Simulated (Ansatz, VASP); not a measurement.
SrTiO3: VASP beside Ansatz

```
CELL_PARAMETERS angstrom
-2.96762 2.80975 4.02566
2.80975 -2.96762 4.02566
2.85651 2.85651 -4.13677
ATOMIC_POSITIONS crystal
Sr 0.75000 0.25000 0.50000
Sr 0.25000 0.75000 0.50000
Ti 0.00000 0.00000 0.00000
Ti 0.50000 0.50000 0.00000
O 0.25000 0.25000 0.00000
O 0.75000 0.75000 0.00000
O 0.72808 0.22808 0.95616
O 0.22808 0.27192 0.50000
O 0.27192 0.77192 0.04384
O 0.77192 0.72808 0.50000
```

Change from the starting cell: equal engineering shear yz, xz and xy -0.0400, equal normal strain along x, y and z +0.0200.

Alike in both runs: task single point; functional PBE; k mesh 8 × 8 × 8; occupations gaussian, width 0.05 eV; no spin polarisation.

|  | VASP | Ansatz |
| --- | --- | --- |
| version | VASP 6.6.1 | Ansatz 0.2.0 |
| potentials or method | VASP PAW PBE potentials, release 64 (Sr_sv, Ti_sv, O), cutoff 520 eV | scalar-relativistic, plane waves, PAW |
| valence electrons in the cell | 80 | 80 |

|  | VASP | Ansatz | Ansatz less VASP |
| --- | --- | --- | --- |
| gap on the k mesh at the Fermi level (eV) | 1.61 | 1.64 | +0.030 |
| least direct gap on the mesh (eV) | 1.61 | 1.64 | +0.030 |
| pressure (GPa) | -7.8 | -8.4 | -0.53 |
| traceless stress, the component that is largest in VASP (GPa) | 4.04 | 4.03 | -0.014 |
| rms of the force components (eV/Å) | 0.032 | 0.030 | -0.0020 |

Atom by atom the forces differ by 0.002 eV/Å (rms over components).
